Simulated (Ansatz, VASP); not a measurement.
## AlN in VASP and in Ansatz

INCAR

```
  PREC = Accurate
  ENCUT = 520
  EDIFF = 1E-6
  ISMEAR = -1
  SIGMA = 0.02
  LREAL = False
  LASPH = True
  NELM = 100
  ALGO = Normal
  ISIF = 2
  LWAVE = False
  LCHARG = True
  GGA = PE
  LELF = True
  LVHAR = True
  NBANDS = 11
```

The input KPOINTS:

```
regular mesh
0
Gamma
  10 10 10
```

POSCAR

```
AlN
1.0
    0.0000000000      2.1848764125      2.2285739407
    2.1848764125      0.0000000000      2.2285739407
    2.1848764125      2.1848764125      0.0000000000
Al N
1 1
Direct
    0.0000000000      0.0000000000      0.0000000000
    0.2500000000      0.2500000000      0.2500000000
```

Input for Ansatz:

```yaml
crystal:
  lattice:
    - [0.0, 2.1848764125, 2.2285739407]
    - [2.1848764125, 0.0, 2.2285739407]
    - [2.1848764125, 2.1848764125, 0.0]
  atoms:
    - { symbol: Al, position: [0.0, 0.0, 0.0] }
    - { symbol: "N", position: [0.25, 0.25, 0.25] }
kpoints:
  mp_grid: { grid: [10, 10, 10] }
  band_path:
    path:
      - [0.0, 0.0, 0.0]
      - [-0.5, -0.5, 0.0]
      - [-0.375, -0.375, 0.25]
      - [-0.375, 0.0, 0.375]
      - [0.0, 0.0, 0.5]
      - [-0.5, -0.25, 0.25]
      - [0.072917, 0.072917, 0.145833]
      - [0.0, 0.5, 0.5]
    npoints: 1
hamiltonian:
  xc: pbe
scf:
  occupations: { method: fermi_dirac, width: 0.02 }
  n_extra_bands: 4
output:
  forces: true
  stress: true
  eigenvalues: true
```

Change from the starting cell: uniaxial_z strain +2.0%.

Alike in both runs: task single point; functional PBE; k mesh 10 × 10 × 10; occupations fermi-dirac, width 0.02 eV; no spin polarisation.

|  | VASP | Ansatz |
| --- | --- | --- |
| version | VASP 6.6.1 | Ansatz 0.2.0 |
| potentials or method | VASP PAW PBE potentials, release 64 (Al, N) | plane waves, PAW |
| plane-wave cutoff (eV) | 520 | 420 |
| valence electrons in the cell | 8 | 8 |

Ansatz gave:

```
gap on the k mesh at the Fermi level (eV)                     : 3.26
pressure (GPa)                                                : 0.6
traceless stress, the component that is largest in VASP (GPa) : -1.86
```

**Question.** Estimate VASP's values.

**Answer.** gap on the k mesh at the Fermi level (eV): 3.25; pressure (GPa): 0.3; traceless stress, the component that is largest in VASP (GPa): -1.87.
